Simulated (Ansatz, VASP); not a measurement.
**One calculation of LiF, two programs**

```xyz
2
Lattice="0.0000 1.9536 1.9536 1.9536 0.0000 1.9536 1.9536 1.9536 0.0000" Properties=species:S:1:pos:R:3 pbc="T T T"
Li    0.0000    0.0000    0.0000
F     1.9536    1.9536    1.9536
```

Alike in both runs: functional LDA; k mesh 10 × 10 × 10; occupations gaussian, width 0.02 eV; no spin polarisation.

Ansatz relaxed the structure, and its values are those at the end. VASP's run is a single point on that final structure, the one shown.

```csv
,VASP,Ansatz
version,VASP 6.6.1,Ansatz 0.2.0
potentials or method,"VASP PAW LDA potentials, release 64 (Li_sv, F), cutoff 520 eV","scalar-relativistic, plane waves, PAW"
valence electrons in the cell,10,10
```

|  | VASP | Ansatz | Ansatz less VASP |
| --- | --- | --- | --- |
| gap on the k mesh at the Fermi level (eV) | 9.70 | 9.71 | +0.007 |
| least direct gap on the mesh (eV) | 9.70 | 9.71 | +0.007 |

Ansatz warns that its potentials were made for another functional, while VASP's fit it. LDA's correlation is that of Perdew and Zunger in VASP and of Perdew and Wang (1992) in Ansatz.

Noted on VASP's run: the cutoff is short for stress, so the pressure is rough.
